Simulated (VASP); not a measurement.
Crystal: Sn.

```
Sn
1.0
    -2.94014    2.94014    1.59930
     2.94014   -2.94014    1.59930
     2.94014    2.94014   -1.59930
Sn
2
Direct
  0.00000 0.00000 0.00000
  0.75000 0.25000 0.50000
```

- Program: VASP 6.6.1
- Task: relaxation of cell and atoms
- Functional: revPBE
- Potentials or basis: VASP PAW PBE potentials, release 64 (Sn_d)
- Cutoff: 600 eV
- k mesh: 9 × 9 × 9
- Occupations: fermi-dirac, width 0.05 eV
- Spin: no spin polarisation

At the start: pressure 2.4 GPa; volume 27.65 Å³/atom.

Where does the relaxation end?

Over 6 steps the energy falls by 10.2 meV/atom and the volume is 29.03 Å³/atom (+5.0 %); space group I4_1/amd (No. 141, to 0.1 Å) before and after.

Step by step:
```tsv
step	energy change (eV)	largest force (eV/Å)	pressure (GPa)	volume (Å³)
1	0.0000	0.0000	2.44	55.30
2	-0.0192	0.0000	-0.44	58.73
3	-0.0203	0.0000	0.01	58.09
4	-0.0203	0.0000	-0.07	58.15
5	-0.0203	0.0000	0.03	58.05
6	-0.0203	0.0000	-0.01	58.06
```

Final structure:
```
Sn
1.0
    -2.99167    2.99167    1.62178
     2.99167   -2.99167    1.62178
     2.99167    2.99167   -1.62178
Sn
2
Direct
  0.00000 0.00000 0.00000
  0.75000 0.25000 0.50000
```

Caveat: the PAW data sets were made with another functional, which shifts forces and pressure a little.
